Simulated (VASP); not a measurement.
Wanted: the native input for a VASP 6.6.1 run.

```yaml
Task: relaxation of cell and atoms
Functional: PBE
Potentials_or_basis: VASP PAW PBE potentials, release 64 (Si, Sn_d)
Cutoff: 600 eV
k_mesh: 16 × 16 × 6
Occupations: gaussian, width 0.1 eV
Spin: no spin polarisation
Dipole_correction: no
Further_INCAR_settings: ALGO = Normal; EDIFF = 1e-06; IBRION = 2; EDIFFG = -0.01; NSW = 100; ISIF = 3
```

The structure of Si3Sn lies in POSCAR:

```
Si3Sn
1.0
    3.0465780699      0.0000000000      0.0000000000
    0.0000000000      3.0465780699      0.0000000000
    0.0000000000      0.0000000000      8.0577997179
Si Sn
3 1
Direct
    0.5000000000      0.5000000000      0.3153026290
    0.0000000000      0.0000000000      0.5000000000
    0.5000000000      0.5000000000      0.6846973710
    0.0000000000      0.0000000000      0.0000000000
```

One way to write it, as run:

INCAR

```
SYSTEM = Si3Sn
PREC = Accurate
ENCUT = 600
EDIFF = 1E-6
ISMEAR = 0
SIGMA = 0.1
LREAL = .False.
LASPH = .True.
NELM = 100
ALGO = Normal
ISIF = 3
LWAVE = .False.
LCHARG = .False.
GGA = PE
IBRION = 2
NSW = 100
EDIFFG = -0.01
```

KPOINTS

```
regular mesh
0
Gamma
  16 16 6
  0 0 0
```

Potentials or basis: VASP PAW PBE potentials, release 64 (Si, Sn_d).

Command:

```console
$ cat potpaw_PBE.64/Si/POTCAR potpaw_PBE.64/Sn_d/POTCAR > POTCAR
$ mpirun -np 1 vasp_std > vasp.out
```

Results of the run:

```
Relaxed volume                         : 18.32 Å³/atom
Relaxed cell                           : a = 3.286 Å, b = 3.286 Å, c = 6.786 Å, α = 90.00°, β = 90.00°, γ = 90.00°
Space group after relaxing (to 0.05 Å) : P4/mmm (No. 123)
Energy gained by relaxing              : 66.4 meV/atom
Ionic steps                            : 19
Pressure after relaxing                : 0.0 GPa
Largest force after relaxing           : 0.004 eV/Å
```

Run time: 50 min on 1 thread of AMD EPYC 7R13 Processor (Zen 3) (shared host), peak memory 0.37 GiB.
